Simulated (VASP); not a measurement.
# KBr in VASP: a series of runs

Aim: see how the results for KBr move with the level of theory and the settings. Levels: PBE, r2SCAN. Tasks: single point.

All numbers are computed with VASP 6.6.1; they aren't measurements. Logs are shortened: lines on timing, memory, paths and dates and some standing lists are left out, and cuts for length are marked.

### 1 The cell of the first run

It takes space group Fm-3m (No. 225, cubic). Conventional cell: a = 6.727 Å, b = 6.727 Å, c = 6.727 Å, α = 90.00°, β = 90.00°, γ = 90.00°. Within 4.4 Å of K (site symmetry m-3m) lie 6 Br at 3.36 Å. Within 4.4 Å of Br (site symmetry m-3m) lie 6 K at 3.36 Å.

### 2 Single point, PBE (strain +1.9%)

INCAR reads:

```
  PREC = Accurate
  ENCUT = 520
  EDIFF = 1E-7
  ISMEAR = -1
  SIGMA = 0.02
  LREAL = False
  LASPH = True
  NELM = 60
  ALGO = Normal
  ISIF = 2
  LWAVE = False
  LCHARG = False
  GGA = PE
  NBANDS = 15
```

KPOINTS reads:

```
Automatic mesh
0
Gamma
  6 6 6
```

POSCAR reads:

```
KBr
1.0
    0.0000000000      3.3633394048      3.3633394048
    3.3633394048      0.0000000000      3.3633394048
    3.3633394048      3.3633394048      0.0000000000
K Br
1 1
Direct
    0.0000000000      0.0000000000      0.0000000000
    0.5000000000      0.5000000000      0.5000000000
```

Potentials or basis: VASP PAW PBE potentials, release 64 (K_sv, Br).

Run with:

```bash
$ cat potpaw_PBE.64/K_sv/POTCAR potpaw_PBE.64/Br/POTCAR > POTCAR
$ mpirun -np 1 vasp_std > vasp.out
```

OUTCAR:

```text
PREC = Accurate
   ENCUT = 520
   EDIFF = 1E-7
   ISMEAR = -1
   LREAL = False
   LASPH = True
   NELM = 60
   ISIF = 2
   GGA = PE

 ion  position               nearest neighbor table
   1  0.000  0.000  0.000-
   2  0.500  0.500  0.500-

  LATTYP: Found a face centered cubic cell.
 ALAT       =     6.7266788096

  Lattice vectors:

 A1 = (   0.0000000000,   3.3633394048,   3.3633394048)
 A2 = (   3.3633394048,   0.0000000000,   3.3633394048)
 A3 = (   3.3633394048,   3.3633394048,   0.0000000000)

Analysis of symmetry for initial positions (statically):
=====================================================================
 Subroutine PRICEL returns:
 Original cell was already a primitive cell.

 Routine SETGRP: Setting up the symmetry group for a
 face centered cubic supercell.

 Subroutine GETGRP returns: Found 48 space group operations
 (whereof 48 operations were pure point group operations)
 out of a pool of 48 trial point group operations.

The static configuration has the point symmetry O_h .

Analysis of symmetry for dynamics (positions and initial velocities):
=====================================================================
 Subroutine PRICEL returns:
 Original cell was already a primitive cell.

 Routine SETGRP: Setting up the symmetry group for a
 face centered cubic supercell.

 Subroutine GETGRP returns: Found 48 space group operations
 (whereof 48 operations were pure point group operations)
 out of a pool of 48 trial point group operations.

The dynamic configuration has the point symmetry O_h .

 Subroutine INISYM returns: Found 48 space group operations
 (whereof 48 operations are pure point group operations),
 and found     1 'primitive' translations

----------------------------------------------------------------------------------------

                                     Primitive cell

  volume of cell :      76.0925

  direct lattice vectors                    reciprocal lattice vectors
     0.000000000  3.363339405  3.363339405    -0.148661773  0.148661773  0.148661773
     3.363339405  0.000000000  3.363339405     0.148661773 -0.148661773  0.148661773
     3.363339405  3.363339405  0.000000000     0.148661773  0.148661773 -0.148661773

  length of vectors
     4.756480201  4.756480201  4.756480201     0.257489744  0.257489744  0.257489744

  position of ions in fractional coordinates (direct lattice)
     0.000000000  0.000000000  0.000000000
     0.500000000  0.500000000  0.500000000

  ion indices of the primitive-cell ions
   primitive index   ion index
                 1           1
                 2           2

----------------------------------------------------------------------------------------

 KPOINTS: Automatic mesh

Automatic generation of k-mesh.
 Grid dimensions read from file:
 generate k-points for:    6    6    6

 Generating k-lattice:

  Cartesian coordinates                     Fractional coordinates (reciprocal lattice)
    -0.024776962  0.024776962  0.024776962     0.166666667  0.000000000  0.000000000
     0.024776962 -0.024776962  0.024776962     0.000000000  0.166666667  0.000000000
     0.024776962  0.024776962 -0.024776962     0.000000000  0.000000000  0.166666667

  Length of vectors
     0.042914957  0.042914957  0.042914957

  Shift w.r.t. Gamma in fractional coordinates (k-lattice)
     0.000000000  0.000000000  0.000000000

 Subroutine IBZKPT returns following result:
 ===========================================

 Found     16 irreducible k-points:

 Following reciprocal coordinates:
            Coordinates               Weight
  0.000000  0.000000  0.000000      1.000000
  0.166667  0.000000  0.000000      8.000000
  0.333333  0.000000  0.000000      8.000000
  0.500000  0.000000  0.000000      4.000000
  0.166667  0.166667  0.000000      6.000000
  0.333333  0.166667  0.000000     24.000000
[... 8 lines left out ...]
 -0.333333  0.333333  0.166667     24.000000
 -0.333333  0.500000  0.166667     12.000000
   k-points           NKPTS =     16   k-points in BZ     NKDIM =     16   number of bands    NBANDS=     15
   number of dos      NEDOS =    301   number of ions     NIONS =      2
   total plane-waves  NPLWV =  46656
   dimension x,y,z NGX =    36 NGY =   36 NGZ =   36
   dimension x,y,z NGXF=    72 NGYF=   72 NGZF=   72
   ions per type =               1   1
   NGX,Y,Z   is equivalent  to a cutoff of  12.58, 12.58, 12.58 a.u.
   NGXF,Y,Z  is equivalent  to a cutoff of  25.17, 25.17, 25.17 a.u.
 SYSTEM =  unknown system
   PREC   = accura    normal or accurate (medium, high low for compatibility)
   ISTART =      0    job   : 0-new  1-cont  2-samecut
   ICHARG =      2    charge: 1-file 2-atom 10-const
   ISPIN  =      1    spin polarized calculation?
   LNONCOLLINEAR =      F non collinear calculations
   LSORBIT =      F    spin-orbit coupling
   LASPH  =      T    aspherical Exc in radial PAW
   ENCUT  =  520.0 eV  38.22 Ry    6.18 a.u.   8.84  8.84  8.84*2*pi/ulx,y,z
   NELM   =     60;   NELMIN=  2; NELMDL= -5     # of ELM steps
   EDIFF  = 0.1E-06   stopping-criterion for ELM
   LREAL  =      F    real-space projection
   EDIFFG = 0.1E-05   stopping-criterion for IOM
   NSW    =      0    number of steps for IOM
   IBRION =     -1    ionic relax: 0-MD 1-quasi-New 2-CG
   NFREE  =      0    steps in history (QN), initial steepest desc. (CG)
   ISIF   =      2    stress and relaxation
   ISYM   =      2    0-nonsym 1-usesym 2-fastsym
   POTIM  = 0.5000    time-step for ionic-motion
   TEBEG  =    0.0;   TEEND  =   0.0 temperature during run
   PSTRESS=    0.0 pullay stress
   NELECT =      16.0000    total number of electrons
   NUPDOWN=      -1.0000    fix difference up-down
   EMIN   =  10.00;   EMAX   =-10.00  energy-range for DOS
   EFERMI =   0.00;   METHOD = LEGACY
   ISMEAR =    -1;   SIGMA  =   0.02  broadening in eV -4-tet -1-fermi 0-gaus
   EFERMI_NEDOS =   21; number of points for ismear=-14 and -15
   IALGO  =     38    algorithm
   IMIX   =      4    mixing-type and parameters
     AMIX     =   0.40;   BMIX     =  1.00
     AMIX_MAG =   1.60;   BMIX_MAG =  1.00
  volume/ion in A,a.u.               =      38.05       256.75
  Fermi-wavevector in a.u.,A,eV,Ry     =   0.973496  1.839641 12.894164  0.947694
  Thomas-Fermi vector in A             =   2.103880
   LORBIT       =      0    0 simple, 1 ext, 2 COOP (PROOUT), +10 PAW based schemes
   GGA     = PE    functional components
   LHFCALC =     F    Hartree Fock is set to
   AEXX    =    0.0000 exact exchange contribution
   IVDW    =     0    specifies the selected vdW correction
   LEPSILON=     F    determine dielectric tensor
   LRPA    =     F    only Hartree local field effects (RPA)
 non-spin polarized calculation
  energy-cutoff  :      520.00
  volume of cell :       76.09
 maximum number of plane-waves:      2085
   NGX = 17   NGY = 17   NGZ = 17

 number of electron      16.0000002 magnetization

 Free energy of the ion-electron system (eV)
  ---------------------------------------------------
  ext. energy  EPLUGINS =         0.00000000
  ---------------------------------------------------
  free energy    TOTEN  =        -6.22351184 eV

  energy without entropy =       -6.22351184  energy(sigma->0) =       -6.22351184

 E-fermi :  -1.4661     XC(G=0):  -7.1456

 val. band max:       -1.9570312003   @ k =   0.0000   0.0000   0.0000
 cond. band min:       2.3287612117   @ k =   0.0000   0.0000   0.0000
 fundamental gap:      4.2857924120
 Fermi energy:        -1.4660652759

 k-point     1 :       0.0000    0.0000    0.0000
  band No.  band energies     occupation
      1     -29.8645      2.00000
      2     -14.1835      2.00000
      3     -13.3373      2.00000
      4     -13.3373      2.00000
      5     -13.3373      2.00000
      6      -1.9570      2.00000
      7      -1.9570      2.00000
      8      -1.9570      2.00000
      9       2.3288      0.00000
     10       5.6289      0.00000
     11       5.6289      0.00000
     12       5.6289      0.00000
     13       6.4171      0.00000
     14       6.4171      0.00000
     15       9.4928      0.00000

 k-point     2 :       0.1667    0.0000    0.0000
  band No.  band energies     occupation
      1     -29.8635      2.00000
      2     -14.2322      2.00000
      3     -13.3385      2.00000
      4     -13.3385      2.00000
      5     -13.2741      2.00000
      6      -2.2875      2.00000
      7      -2.0335      2.00000
      8      -2.0335      2.00000
      9       2.9499      0.00000
     10       5.4777      0.00000
     11       5.9352      0.00000
     12       5.9352      0.00000
     13       6.7420      0.00000
     14       6.7420      0.00000
     15      10.3138      0.00000

 k-point     3 :       0.3333    0.0000    0.0000
  band No.  band energies     occupation
      1     -29.8614      2.00000
      2     -14.3142      2.00000
      3     -13.3409      2.00000
      4     -13.3409      2.00000
      5     -13.1627      2.00000
      6      -2.8086      2.00000
      7      -2.1778      2.00000
      8      -2.1778      2.00000
      9       4.0667      0.00000
     10       5.6290      0.00000
     11       6.7528      0.00000
     12       6.7528      0.00000
     13       7.5620      0.00000
     14       7.5620      0.00000
     15       9.2199      0.00000

 k-point     4 :       0.5000    0.0000    0.0000
  band No.  band energies     occupation
      1     -29.8604      2.00000
      2     -14.3499      2.00000
      3     -13.3421      2.00000
      4     -13.3421      2.00000
      5     -13.1120      2.00000
      6      -3.0274      2.00000
      7      -2.2463      2.00000
      8      -2.2463      2.00000
      9       4.5099      0.00000
     10       6.0590      0.00000
     11       7.6479      0.00000
     12       7.6479      0.00000
     13       7.9360      0.00000
     14       7.9360      0.00000
     15       8.6034      0.00000
[... 163 lines left out ...]
 k-point    14 :       0.5000    0.3333    0.1667
  band No.  band energies     occupation
      1     -29.8602      2.00000
      2     -14.2456      2.00000
      3     -13.3681      2.00000
      4     -13.3541      2.00000
      5     -13.2225      2.00000
      6      -2.7437      2.00000
      7      -2.3008      2.00000
      8      -2.2620      2.00000
      9       4.8683      0.00000
     10       4.8869      0.00000
     11       6.7508      0.00000
     12       7.6059      0.00000
     13       7.6160      0.00000
     14       7.7774      0.00000
     15       8.7672      0.00000

 k-point    15 :      -0.3333    0.3333    0.1667
  band No.  band energies     occupation
      1     -29.8595      2.00000
      2     -14.2355      2.00000
      3     -13.3757      2.00000
      4     -13.3652      2.00000
      5     -13.2196      2.00000
      6      -2.7108      2.00000
      7      -2.4396      2.00000
      8      -2.3114      2.00000
      9       5.1525      0.00000
     10       5.5380      0.00000
     11       6.3552      0.00000
     12       6.9966      0.00000
     13       8.1924      0.00000
     14       8.4612      0.00000
     15       8.8015      0.00000

 k-point    16 :      -0.3333    0.5000    0.1667
  band No.  band energies     occupation
      1     -29.8592      2.00000
      2     -14.1694      2.00000
      3     -13.3975      2.00000
      4     -13.3762      2.00000
      5     -13.2763      2.00000
      6      -2.6111      2.00000
      7      -2.3855      2.00000
      8      -2.3704      2.00000
      9       4.6348      0.00000
     10       5.7326      0.00000
     11       6.1868      0.00000
     12       7.0614      0.00000
     13       7.8766      0.00000
     14       8.6416      0.00000
     15       9.0774      0.00000

------------------------ aborting loop because EDIFF is reached ----------------------------------------

  FORCE on cell =-STRESS in cart. coord.  units (eV):
  Direction    XX          YY          ZZ          XY          YZ          ZX
  --------------------------------------------------------------------------------------
  -------------------------------------------------------------------------------------
  Total       -0.0452806     -0.0452806     -0.0452806      0.0000000     -0.0000000     -0.0000000
  in kB       -0.9534113     -0.9534113     -0.9534113      0.0000000     -0.0000000     -0.0000000
  external PRESSURE =      -0.9534113 kB  Pullay stress =       0.0000000 kB

 VOLUME and BASIS-vectors are now :
 -----------------------------------------------------------------------------
  energy-cutoff  :      520.00
  volume of cell :       76.09
      direct lattice vectors                 reciprocal lattice vectors
     0.000000000  3.363339405  3.363339405    -0.148661773  0.148661773  0.148661773
     3.363339405  0.000000000  3.363339405     0.148661773 -0.148661773  0.148661773
     3.363339405  3.363339405  0.000000000     0.148661773  0.148661773 -0.148661773

 POSITION                                       TOTAL-FORCE (eV/Angst)
 -----------------------------------------------------------------------------------
      0.00000      0.00000      0.00000        -0.000000      0.000000     -0.000000
      3.36334      3.36334      3.36334         0.000000     -0.000000      0.000000
 -----------------------------------------------------------------------------------
    total drift:                                0.000000      0.000000      0.000000

  FREE ENERGIE OF THE ION-ELECTRON SYSTEM (eV)
  ---------------------------------------------------
  free  energy   TOTEN  =        -6.2235118448 eV

  energy  without entropy=       -6.2235118448  energy(sigma->0) =       -6.22351184
```

It took 12 s on 1 thread of Intel Xeon Platinum 8488C (Sapphire Rapids), shared host; peak memory 0.2 GiB.

Results:

```
Free energy            : -6.2235 eV
Pressure               : -0.1 GPa
Band gap on the k mesh : 4.29 eV, direct
```

Levels at points of the mesh, in eV from the valence-band top:
```
           k point  band 6  band 7  band 8  band 9  band 10  band 11
(0.00, 0.00, 0.00)    0.00    0.00    0.00    4.29     7.59     7.59
(0.50, 0.00, 0.00)   -1.07   -0.29   -0.29    6.47     8.02     9.60
(0.50, 0.50, 0.00)   -0.75   -0.27   -0.27    5.92     6.99     9.20
```

Caveat: the cell differs from its parent crystal (strain +1.9%).

(Part 1 of 2 ends here.)
